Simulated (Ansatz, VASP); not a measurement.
**BaTiO3: VASP beside Ansatz**

Contents of INCAR:

```
ALGO     = Normal         # electronic algorithm
EDIFF    = 1E-6           # SCF threshold, eV
ENCUT    = 520            # plane-wave cutoff, eV
GGA      = PS             # functional
ISIF     = 2              # what is computed and relaxed
ISMEAR   = -1             # smearing method
LASPH    = True           # aspherical terms in the spheres
LCHARG   = False          # write CHGCAR
LREAL    = False          # projectors in reciprocal space
LWAVE    = False          # write WAVECAR
NBANDS   = 28             # bands
NELM     = 80             # most SCF steps
PREC     = Accurate       # precision mode
SIGMA    = 0.08           # smearing width, eV
```

File KPOINTS:

```
k-points
0
Gamma
  7 7 7
```

Contents of POSCAR:

```
BaTiO3
1.0
    3.9998000000      0.0000000000      0.0000000000
    0.0000000000      3.9998000000      0.0000000000
    0.0000000000      0.0000000000      4.1385400000
Ba Ti O
1 1 3
Direct
    0.0000000000      0.0000000000      0.0000000000
    0.5000000000      0.5000000000      0.4820000000
    0.5000000000      0.5000000000      0.0160000000
    0.5000000000      0.0000000000      0.5150000000
    0.0000000000      0.5000000000      0.5150000000
```

Input for Ansatz:

```yaml
crystal:
  lattice:
    - [3.9998, 0.0, 0.0]
    - [0.0, 3.9998, 0.0]
    - [0.0, 0.0, 4.13854]
  atoms:
    - { symbol: Ba, position: [0.0, 0.0, 0.0] }
    - { symbol: Ti, position: [0.5, 0.5, 0.482] }
    - { symbol: O, position: [0.5, 0.5, 0.016] }
    - { symbol: O, position: [0.5, 0.0, 0.515] }
    - { symbol: O, position: [0.0, 0.5, 0.515] }
kpoints:
  mp_grid: { grid: [7, 7, 7] }
  band_path:
    path:
      - [0.0, 0.0, 0.0]
      - [0.0, 0.5, 0.0]
      - [0.5, 0.5, 0.0]
      - [0.0, 0.0, 0.0]
      - [0.0, 0.0, 0.5]
      - [0.0, 0.5, 0.5]
      - [0.5, 0.5, 0.5]
      - [0.0, 0.0, 0.5]
      - [0.0, 0.5, 0.0]
    npoints: 5
scf:
  occupations: { method: fermi_dirac, width: 0.08 }
hamiltonian:
  xc: pbesol
  pseudopotentials: { kind: all_electron, lapw: { basis_error: 0.001 } }
output:
  forces: true
  stress: true
  eigenvalues: true
```

Change from the starting cell: zz strain of +3 %.

Alike in both runs: task single point; functional PBEsol; k mesh 7 × 7 × 7; occupations fermi-dirac, width 0.08 eV; no spin polarisation.

|  | VASP | Ansatz |
| --- | --- | --- |
| version | VASP 6.6.1 | Ansatz 0.2.0 |
| potentials or method | VASP PAW PBE potentials, release 64 (Ba_sv, Ti_sv, O), cutoff 520 eV | all-electron LAPW, scalar-relativistic |

VASP gave:

* pressure (GPa): -6.3
* traceless stress, the component that is largest in VASP (GPa): -2.32
* rms of the force components (eV/Å): 0.240

Problem. Which values does Ansatz return?

Solution. Pressure (GPa): -8.0; traceless stress, the component that is largest in VASP (GPa): -2.26; rms of the force components (eV/Å): 0.249.

VASP's potentials were made for PBE, not for PBEsol. Atom by atom the forces differ by 0.013 eV/Å (rms over components). Ansatz ran all-electron here, and VASP with PAW potentials.

Spin-orbit coupling is off throughout.
